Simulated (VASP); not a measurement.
Set up this calculation in VASP 6.6.1, as the native input.

```yaml
Task: single point
Functional: PBE
Potentials_or_basis: VASP PAW PBE potentials, release 64 (Pt, Se, S)
Cutoff: 520 eV
k_mesh: 4 × 4 × 4
Occupations: gaussian, width 0.1 eV
Spin: no spin polarisation
Dipole_correction: no
Further_INCAR_settings: ALGO = Normal; EDIFF = 1e-06; NBANDS = 29
```

The structure of PtSeS4 lies in POSCAR:

```
PtSeS4
1.0
    0.0000000000      3.7568413658      3.7568413658
    3.7568413658      0.0000000000      3.7568413658
    3.7568413658      3.7568413658      0.0000000000
Pt Se S
1 1 4
Direct
    0.0000000000      0.0000000000      0.0000000000
    0.7500000000      0.7500000000      0.7500000000
    0.9159643347      0.3613452218      0.3613452218
    0.3613452218      0.3613452218      0.3613452218
    0.3613452218      0.9159643347      0.3613452218
    0.3613452218      0.3613452218      0.9159643347
```

The cell was generated, and may not be a known phase.

These files were run (other wordings do the same):

INCAR

```
SYSTEM = PtSeS4
ALGO = Normal
EDIFF = 1E-6
ENCUT = 520
GGA = PE
ISIF = 2
ISMEAR = 0
LASPH = .TRUE.
LCHARG = .FALSE.
LREAL = .FALSE.
LWAVE = .FALSE.
NBANDS = 29
NELM = 80
PREC = Accurate
SIGMA = 0.1
```

KPOINTS

```
k-points
0
G
  4 4 4
  0 0 0
```

Potentials or basis: VASP PAW PBE potentials, release 64 (Pt, Se, S).

Launch:

```sh
$ cat potpaw_PBE.64/Pt/POTCAR potpaw_PBE.64/Se/POTCAR potpaw_PBE.64/S/POTCAR > POTCAR
$ mpirun -np 1 vasp_std > vasp.out
```

It gave:

```json
{
 "Pressure": "-0.2 GPa",
 "Largest force": "0.066 eV/Å",
 "Band gap on the k mesh": "zero (bands 20 and 21 overlap by 0.23 eV)"
}
```

Caveat: the k points lie up to 0.36 Å⁻¹ apart; spin-orbit coupling is left out, which moves the levels of the heavy elements.

Run time: 19 s on 1 thread of Intel(R) Xeon(R) 6975P-C (Granite Rapids), on a shared host, peak memory 0.24 GiB.
